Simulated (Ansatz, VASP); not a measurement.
# Two plane-wave programs on SnTe

Contents of INCAR:

```
SYSTEM = SnTe
PREC     = Accurate       ! precision mode
ENCUT    = 600            ! plane-wave cutoff, eV
EDIFF    = 1E-7           ! SCF threshold, eV
ISMEAR   = -1             ! smearing method
SIGMA    = 0.05           ! smearing width, eV
LREAL    = .False.        ! projectors in reciprocal space
LASPH    = .True.         ! aspherical terms in the spheres
NELM     = 100            ! most SCF steps
ALGO     = Normal         ! electronic algorithm
ISIF     = 3              ! what is computed and relaxed
LWAVE    = .False.        ! write WAVECAR
LCHARG   = .False.        ! write CHGCAR
GGA      = RE             ! functional
IVDW     = 12             ! dispersion correction
IBRION   = 2              ! ionic algorithm
NSW      = 60             ! ionic steps
EDIFFG   = -0.01          ! ionic threshold
```

KPOINTS

```
Automatic mesh
0
Gamma
  7 7 7
  0 0 0
```

POSCAR

```
SnTe
1.0
    0.0000000000      3.1508500000      3.1508500000
    3.1508500000      0.0000000000      3.1508500000
    3.1508500000      3.1508500000      0.0000000000
Te Sn
1 1
Direct
    0.5000000000      0.5000000000      0.5000000000
    0.0000000000      0.0000000000      0.0000000000
```

File input.yaml:

```yaml
crystal:
  lattice:
    - [0.0, 3.15085, 3.15085]
    - [3.15085, 0.0, 3.15085]
    - [3.15085, 3.15085, 0.0]
  atoms:
    - { symbol: Te, position: [0.5, 0.5, 0.5] }
    - { symbol: Sn, position: [0.0, 0.0, 0.0] }
hamiltonian:
  xc: revpbe
  pseudopotentials: { kind: paw }
  dispersion: d3bj
kpoints:
  mp_grid: { grid: [7, 7, 7] }
scf:
  occupations: { method: fermi_dirac, width: 0.05 }
output:
  forces: true
  stress: true
relax:
  f_tol: 0.01
  max_steps: 40
  cell: { stress_tol: 0.05 }
```

Alike in both runs: task relaxation of cell and atoms; functional revPBE; dispersion D3(BJ); k mesh 7 × 7 × 7; occupations fermi-dirac, width 0.05 eV; no spin polarisation.

|  | VASP | Ansatz |
| --- | --- | --- |
| version | VASP 6.6.1 | Ansatz 0.2.0 |
| potentials or method | VASP PAW PBE potentials, release 64 (Te, Sn_d) | Ansatz PAW |
| plane-wave cutoff (eV) | 600 | 420 |
| valence electrons in the cell | 20 | 30 |

Ansatz gave:

- relaxed volume (Å³/atom): 30.77
- relaxed cell length with the largest relative difference (Å): 4.432

Task: Which values does VASP return?

Result: Relaxed volume (Å³/atom): 30.76; relaxed cell length with the largest relative difference (Å): 4.431.

VASP's potentials were made for PBE, not for revPBE. VASP's potentials hold 20 valence electrons a cell and Ansatz's 30, so a difference there can come from the potentials and not from the codes.

Neither program's run includes spin-orbit coupling. Noted on Ansatz's run: the plane-wave basis is chosen anew once the cell has moved, so the energies of steps on either side of that aren't comparable.
